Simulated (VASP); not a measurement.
# Si2C3 (P6_3/mmc) in VASP: a series of runs, part 2 of 2

VASP 6.6.1. Earlier steps stand in the parts before.

## (4) Single point, PBE, collinear spin, ferromagnetic start

INCAR

```
SYSTEM = Si2C3
  ALGO = Normal
  EDIFF = 1E-6
  ENCUT = 520
  GGA = PE
  ISIF = 2
  ISMEAR = 0
  ISPIN = 2
  LASPH = .TRUE.
  LCHARG = .TRUE.
  LELF = .TRUE.
  LORBIT = 11
  LREAL = .FALSE.
  LVHAR = .TRUE.
  LWAVE = .FALSE.
  MAGMOM = 0 0 0 0 1 1 1 1 1 1
  NBANDS = 35
  NELM = 150
  PREC = Accurate
  SIGMA = 0.1
```

KPOINTS

```
k-points
0
G
  6 6 1
  0 0 0
```

POSCAR

```
Si2C3
1.0
    2.6359670200      0.0000000000      0.0000000000
   -1.3179835100      2.2828144000      0.0000000000
    0.0000000000      0.0000000000     22.8783716700
Si C
4 6
Direct
    0.6666666700      0.3333333300      0.1500000000
    0.6666666700      0.3333333300      0.3500000000
    0.3333333300      0.6666666700      0.6500000000
    0.3333333300      0.6666666700      0.8500000000
    0.6666666700      0.3333333300      0.7500000000
    0.6666666700      0.3333333300      0.9500000000
    0.6666666700      0.3333333300      0.5500000000
    0.3333333300      0.6666666700      0.0500000000
    0.3333333300      0.6666666700      0.2500000000
    0.3333333300      0.6666666700      0.4500000000
```

Potentials or basis: VASP PAW PBE potentials, release 64 (Si, C).

Launch:

```
$ cat potpaw_PBE.64/Si/POTCAR potpaw_PBE.64/C/POTCAR > POTCAR
$ mpirun -np 1 vasp_std > vasp.out
```

OUTCAR:

```text
SYSTEM = Si2C3
   EDIFF = 1E-6
   ENCUT = 520
   GGA = PE
   ISIF = 2
   ISMEAR = 0
   ISPIN = 2
   LASPH = .TRUE.
   LORBIT = 11
   LREAL = .FALSE.
   NELM = 150
   PREC = Accurate

 ion  position               nearest neighbor table
   1  0.667  0.333  0.150-
   2  0.667  0.333  0.350-
   3  0.333  0.667  0.650-
   4  0.333  0.667  0.850-
   5  0.667  0.333  0.750-
   6  0.667  0.333  0.950-
   7  0.667  0.333  0.550-
   8  0.333  0.667  0.050-
   9  0.333  0.667  0.250-
  10  0.333  0.667  0.450-

  LATTYP: Found a hexagonal cell.
 ALAT       =     2.6359670200
 C/A-ratio  =     8.6793087684

  Lattice vectors:

 A1 = (   2.6359670200,   0.0000000000,   0.0000000000)
 A2 = (  -1.3179835100,   2.2828144000,   0.0000000000)
 A3 = (   0.0000000000,   0.0000000000,  22.8783716700)

Analysis of symmetry for initial positions (statically):
=====================================================================
[... 705 lines left out ...]
  energy-cutoff  :      520.00
  volume of cell :      137.67
      direct lattice vectors                 reciprocal lattice vectors
     2.635967020  0.000000000  0.000000000     0.379367417  0.219027881  0.000000000
    -1.317983510  2.282814400  0.000000000     0.000000000  0.438055761  0.000000000
     0.000000000  0.000000000 22.878371670     0.000000000  0.000000000  0.043709404

 POSITION                                       TOTAL-FORCE (eV/Angst)
 -----------------------------------------------------------------------------------
      1.31798      0.76094      3.43176        -0.000000     -0.000000      0.242131
      1.31798      0.76094      8.00743        -0.000000     -0.000000     -0.242131
     -0.00000      1.52188     14.87094        -0.000000     -0.000000      0.242131
     -0.00000      1.52188     19.44662        -0.000000      0.000000     -0.242131
      1.31798      0.76094     17.15878         0.000000      0.000000     -0.000000
      1.31798      0.76094     21.73445        -0.000000      0.000000      0.197852
      1.31798      0.76094     12.58310        -0.000000      0.000000     -0.197852
     -0.00000      1.52188      1.14392         0.000000     -0.000000     -0.197852
     -0.00000      1.52188      5.71959        -0.000000     -0.000000     -0.000000
     -0.00000      1.52188     10.29527         0.000000     -0.000000      0.197852
 -----------------------------------------------------------------------------------
    total drift:                                0.000002     -0.000001      0.000003

  FREE ENERGIE OF THE ION-ELECTRON SYSTEM (eV)
  ---------------------------------------------------
  free  energy   TOTEN  =       -44.2196805863 eV

  energy  without entropy=      -44.1764943819  energy(sigma->0) =      -44.19808748

 total charge

# of ion       s       p       d       tot
------------------------------------------
    1        0.842   0.640   0.000   1.482
    2        0.842   0.640   0.000   1.482
    3        0.842   0.640   0.000   1.482
    4        0.842   0.640   0.000   1.482
    5        1.046   0.966   0.000   2.013
    6        1.065   0.900   0.000   1.965
    7        1.065   0.900   0.000   1.965
    8        1.065   0.900   0.000   1.965
    9        1.046   0.966   0.000   2.013
   10        1.065   0.900   0.000   1.965
--------------------------------------------------
tot          9.724   8.091   0.000  17.815

 magnetization (x)

# of ion       s       p       d       tot
------------------------------------------
    1        0.000   0.000   0.000   0.000
    2        0.000   0.000   0.000   0.000
    3        0.000   0.000   0.000   0.000
    4        0.000   0.000   0.000   0.000
    5        0.000   0.000   0.000   0.000
    6       -0.000  -0.000   0.000  -0.000
    7       -0.000  -0.000   0.000  -0.000
    8       -0.000  -0.000   0.000  -0.000
    9        0.000   0.000   0.000   0.000
   10       -0.000  -0.000   0.000  -0.000
--------------------------------------------------
tot         -0.000  -0.000   0.000  -0.000
```

OSZICAR:

```text
N       E                     dE             d eps       ncg     rms          rms(c)
DAV:   1     0.866146906620E+02    0.86615E+02   -0.16657E+04   980   0.982E+02
DAV:   2    -0.344085419320E+02   -0.12102E+03   -0.11239E+03  1223   0.159E+02
DAV:   3    -0.432494136001E+02   -0.88409E+01   -0.83008E+01  1281   0.345E+01
DAV:   4    -0.434790536817E+02   -0.22964E+00   -0.22703E+00  1266   0.600E+00
[... 12 lines left out ...]
DAV:  17    -0.442195055748E+02   -0.15403E-03   -0.43712E-04  1433   0.705E-02    0.577E-02
DAV:  18    -0.442196216075E+02   -0.11603E-03   -0.20337E-04  1545   0.642E-02    0.274E-02
DAV:  19    -0.442196739296E+02   -0.52322E-04   -0.74399E-05  1348   0.429E-02    0.185E-02
DAV:  20    -0.442196805109E+02   -0.65813E-05   -0.23515E-05  1289   0.225E-02    0.919E-03
DAV:  21    -0.442196805863E+02   -0.75440E-07   -0.68622E-06  1200   0.104E-02
   1 F= -.44219681E+02 E0= -.44198087E+02  d E =-.431862E-01  mag=    -0.0004
```

stdout:

```text
POSCAR found type information on POSCAR SiC
 POSCAR found :  2 types and      10 ions
 scaLAPACK will be used
 LDA part: xc-table for (Slater+PW92), standard interpolation
 POSCAR, INCAR and KPOINTS ok, starting setup
 FFT: planning ... GRIDC
 FFT: planning ... GRID_SOFT
 FFT: planning ... GRID
 WAVECAR not read
 entering main loop
```

Wall time 69 s (1 thread of Intel Xeon 6975P-C (Granite Rapids), shared host); peak memory 0.31 GiB.

What came out:

| Item | Value |
| --- | --- |
| Free energy | -44.2197 eV |
| Pressure | -19.7 GPa |
| Largest force | 0.242 eV/Å |
| Band gap on the k mesh | zero (filled and empty bands overlap) |
| Net moment | 0.00 μB per cell |
| Valence electrons inside the program's atomic spheres | Si 1.48; C 2.01, 1.97 |

Forces on the atoms (eV/Å):
```
Si   0.000  0.000  0.242
Si   0.000  0.000 -0.242
Si   0.000  0.000  0.242
Si   0.000  0.000 -0.242
C    0.000  0.000  0.000
C    0.000  0.000  0.198
C    0.000  0.000 -0.198
C    0.000  0.000 -0.198
C    0.000  0.000  0.000
C    0.000  0.000  0.198
```

Stress tensor (GPa, compression positive):
```
-17.69   0.00   0.00
  0.00 -17.69   0.00
  0.00   0.00 -23.61
```

Caveat: the k points lie up to 0.46 Å⁻¹ apart.

## (5) Single point, PBE

This run uses another cell than the first one, of 13.85 Å³/atom, 1.006 times its volume.

INCAR

```
SYSTEM = Si2C3
ALGO     = Normal         ! electronic algorithm
EDIFF    = 1E-6           ! SCF threshold, eV
ENCUT    = 520            ! plane-wave cutoff, eV
GGA      = PE             ! functional
ISIF     = 2              ! what is computed and relaxed
ISMEAR   = 0              ! smearing method
LASPH    = .True.         ! aspherical terms in the spheres
LCHARG   = .False.        ! write CHGCAR
LREAL    = .False.        ! projectors in reciprocal space
LWAVE    = .False.        ! write WAVECAR
NBANDS   = 31             ! bands
NELM     = 60             ! most SCF steps
PREC     = Accurate       ! precision mode
SIGMA    = 0.1            ! smearing width, eV
```

KPOINTS

```
k-points
0
Gamma
  18 18 2
  0 0 0
```

POSCAR

```
Si2C3
1.0
    2.6271596019      0.0000000000      0.0000000000
   -1.3135798010      2.2751869550      0.0000000000
    0.0000000000      0.0000000000     23.1785327469
Si C
4 6
Direct
    0.6666666667      0.3333333333      0.1965939420
    0.6666666667      0.3333333333      0.3034060580
    0.3333333333      0.6666666667      0.6965939420
    0.3333333333      0.6666666667      0.8034060580
    0.6666666667      0.3333333333      0.7500000000
    0.6666666667      0.3333333333      1.0000023069
    0.6666666667      0.3333333333      0.4999976931
    0.3333333333      0.6666666667     -0.0000023069
    0.3333333333      0.6666666667      0.2500000000
    0.3333333333      0.6666666667      0.5000023069
```

Launch:

```
$ cat potpaw_PBE.64/Si/POTCAR potpaw_PBE.64/C/POTCAR > POTCAR
$ mpirun -np 1 vasp_std > vasp.out
```

Wall time 3 min (1 thread of Intel Xeon 6975P-C (Granite Rapids), shared host); peak memory 0.39 GiB.

The run converged. Its results:

- Free energy: -69.8116 eV
- Pressure: 0.1 GPa
- Largest force: 0.007 eV/Å
- Band gap on the k mesh: zero (band 20 reaches 5.34 eV, above the bottom of band 21 at 4.30 eV)

Forces on the atoms (eV/Å):
```
Si   0.000  0.000 -0.007
Si   0.000  0.000  0.007
Si   0.000  0.000 -0.007
Si   0.000  0.000  0.007
C    0.000  0.000  0.000
C    0.000  0.000  0.000
C    0.000  0.000  0.000
C    0.000  0.000  0.000
C    0.000  0.000  0.000
C    0.000  0.000  0.000
```

Stress tensor (GPa, compression positive):
```
0.14 0.00 0.00
0.00 0.14 0.00
0.00 0.00 0.03
```

Levels at points of the mesh, in eV from the Fermi level:
| k point | band 17 | band 18 | band 19 | band 20 | band 21 | band 22 | band 23 | band 24 |
| --- | --- | --- | --- | --- | --- | --- | --- | --- |
| (0.00, 0.00, 0.00) | 0.50 | 0.50 | 0.50 | 0.50 | 3.17 | 3.91 | 4.51 | 5.93 |
| (0.50, 0.00, 0.00) | -2.03 | -2.02 | -1.05 | -1.03 | -0.38 | -0.37 | 1.56 | 1.57 |
| (0.00, 0.00, 0.50) | 0.50 | 0.50 | 0.50 | 0.50 | 3.42 | 3.42 | 5.26 | 5.26 |
| (0.50, 0.00, 0.50) | -2.02 | -2.02 | -1.04 | -1.04 | -0.38 | -0.38 | 1.56 | 1.56 |

## (6) Overview

```csv
task,spin,cell,k mesh,cutoff (eV),gap on the mesh (eV),pressure (GPa),moment (μB),largest force (eV/Å)
relaxation of cell and atoms,off,"relaxed from a = 2.636, b = 2.636, c = 22.878 Å, angles 90.0, 90.0, 120.0°, 10 atoms",6 × 6 × 1,600,none,0.0,-,0.02
single point,"collinear, ferromagnetic start","a = 2.617, b = 2.617, c = 22.868 Å, angles 90.0, 90.0, 120.0°, 10 atoms",6 × 6 × 1,520,none,0.2,0.10,0.01
single point,"collinear, ferromagnetic start","a = 2.636, b = 2.636, c = 22.878 Å, angles 90.0, 90.0, 120.0°, 10 atoms",6 × 6 × 1,520,none,-19.7,0.00,0.24
single point,off,"a = 2.627, b = 2.627, c = 23.179 Å, angles 90.0, 90.0, 120.0°, 10 atoms",18 × 18 × 2,520,none,0.1,-,0.01
```

Alike in all rows: level PBE; potentials or basis VASP PAW PBE potentials, release 64 (Si, C); smearing gaussian 0.1 eV.

Caveats: some runs use coarse meshes.

Absolute energies hang on the potentials; compare differences alone.
